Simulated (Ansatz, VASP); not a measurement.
# Two plane-wave programs on Mo

File INCAR:

```
PREC = Accurate ; ENCUT = 520
EDIFF = 1E-6 ; ISMEAR = 0
SIGMA = 0.15 ; LREAL = False
LASPH = True ; NELM = 100
ALGO = Fast ; ISIF = 2
LWAVE = False ; LCHARG = False
GGA = PE ; NBANDS = 66
```

Contents of KPOINTS:

```
Automatic mesh
0
Gamma
  12 12 12
```

File POSCAR:

```
Mo
1.0
   -3.1420000000     -3.1420000000      3.1420000000
   -3.1420000000      3.1420000000     -3.1420000000
    3.1420000000     -3.1420000000     -3.1420000000
Mo
8
Direct
    0.4904519414      0.4904519414      0.5000000000
    0.0000000000      0.5000000000      0.5000000000
    0.5000000000      0.0000000000      0.5000000000
    0.0000000000      0.0000000000      0.5000000000
    0.5000000000      0.5000000000      0.0000000000
    0.0000000000      0.5000000000      0.0000000000
    0.5000000000      0.0000000000      0.0000000000
    0.0000000000      0.0000000000      0.0000000000
```

Input for Ansatz:

```yaml
crystal:
  lattice:
    - [-3.142, -3.142, 3.142]
    - [-3.142, 3.142, -3.142]
    - [3.142, -3.142, -3.142]
  atoms:
    - { symbol: Mo, position: [0.4904519414, 0.4904519414, 0.5] }
    - { symbol: Mo, position: [0.0, 0.5, 0.5] }
    - { symbol: Mo, position: [0.5, 0.0, 0.5] }
    - { symbol: Mo, position: [0.0, 0.0, 0.5] }
    - { symbol: Mo, position: [0.5, 0.5, 0.0] }
    - { symbol: Mo, position: [0.0, 0.5, 0.0] }
    - { symbol: Mo, position: [0.5, 0.0, 0.0] }
    - { symbol: Mo, position: [0.0, 0.0, 0.0] }
basis:
  ecutwfc: 420
kpoints:
  mp_grid: { grid: [12, 12, 12] }
hamiltonian:
  xc: pbe
scf:
  occupations: { method: gaussian, width: 0.15 }
output:
  forces: true
  stress: true
  eigenvalues: true
```

Alike in both runs: task single point; functional PBE; k mesh 12 × 12 × 12; occupations gaussian, width 0.15 eV; no spin polarisation.

|  | VASP | Ansatz |
| --- | --- | --- |
| version | VASP 6.6.1 | Ansatz 0.2.0 |
| potentials or method | VASP PAW PBE potentials, release 64 (Mo_sv), cutoff 520 eV | scalar-relativistic, plane waves, PAW |
| valence electrons in the cell | 112 | 112 |

VASP gave:

| Item | Value |
| --- | --- |
| gap on the k mesh at the Fermi level (eV) | none |
| pressure (GPa) | 5.5 |
| traceless stress, the component that is largest in VASP (GPa) | 0.10 |
| rms of the force components (eV/Å) | 0.189 |

Q: Which values does Ansatz return?

A: gap on the k mesh at the Fermi level (eV): none; pressure (GPa): 4.9; traceless stress, the component that is largest in VASP (GPa): 0.10; rms of the force components (eV/Å): 0.188.

Atom by atom the forces differ by 0.002 eV/Å (rms over components). A gap of «none» marks a metal or a gap that the smearing closes.
